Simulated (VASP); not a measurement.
Zn: single point with LDA

Crystal: Zn.

```
Zn
1.0
     2.55142    0.00000    0.00000
    -1.27571    5.33029    0.00000
     1.27571    0.91595    2.01080
Zn
2
Direct
  0.08333 0.75000 0.58333
  0.91667 0.25000 0.41667
```

* Program: VASP 6.6.1
* Task: single point
* Functional: LDA
* Potentials or basis: VASP PAW LDA potentials, release 64 (Zn)
* Cutoff: 520 eV
* k mesh: 14 × 7 × 17
* Occupations: gaussian, width 0.1 eV
* Spin: no spin polarisation

```yaml
Pressure: 0.9 GPa
Band_gap_on_the_k_mesh: zero (bands 12 and 13 overlap by 4.82 eV)
```

Stress tensor (GPa, compression positive):
```
 1.80  0.15 -0.15
 0.15 -0.39  0.45
-0.15  0.45  1.21
```

Levels at points of the mesh, in eV from the Fermi level:
| k point | band 10 | band 11 | band 12 | band 13 | band 14 | band 15 |
| --- | --- | --- | --- | --- | --- | --- |
| (0.00, 0.00, 0.00) | -7.27 | -7.27 | -4.19 | -3.21 | 13.76 | 17.84 |
| (0.50, 0.00, 0.00) | -7.02 | -2.07 | -2.07 | 0.51 | 0.51 | 10.54 |

It took 6.2 min on 1 thread of Intel(R) Xeon(R) Platinum 8259CL CPU @ 2.50GHz (Skylake/Cascade Lake), with other jobs on the host, peak memory 0.42 GiB.
